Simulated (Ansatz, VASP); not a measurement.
## Two plane-wave programs on SbAuSe3

```xyz
5
Lattice="4.7299 0.0000 0.0000 0.0000 4.7299 0.0000 0.0000 0.0000 4.7892" Properties=species:S:1:pos:R:3 pbc="T T T"
Sb    0.0000    0.0000    0.0000
Se    2.3650    2.3650    4.6695
Se    0.0000    2.3650    2.3228
Se    2.3650    0.0000    2.3228
Au    2.3650    2.3650    2.4664
```

Alike in both runs: task relaxation of cell and atoms; functional PBE; k mesh 4 × 4 × 4; occupations gaussian, width 0.1 eV; no spin polarisation.

```csv
,VASP,Ansatz
version,VASP 6.6.1,Ansatz 0.2.0
potentials or method,"VASP PAW PBE potentials, release 64 (Sb, Se, Au), cutoff 600 eV","scalar-relativistic, plane waves, PAW"
valence electrons in the cell,34,82
```

```tsv
	VASP	Ansatz	Ansatz less VASP
gap on the k mesh at the Fermi level, each at its own relaxed structure (eV)	none	none	-
relaxed volume (Å³/atom)	27.31	27.33	+0.016
relaxed cell length with the largest relative difference (Å)	4.888	4.890	+0.0018
```

A gap of «none» marks a metal or a gap that the smearing closes. VASP's potentials hold 34 valence electrons a cell and Ansatz's 82, so a difference there can come from the potentials and not from the codes.

Neither program's run includes spin-orbit coupling. Noted on VASP's run: the volume moved by over 15 % at a fixed basis, so the end points are rough.
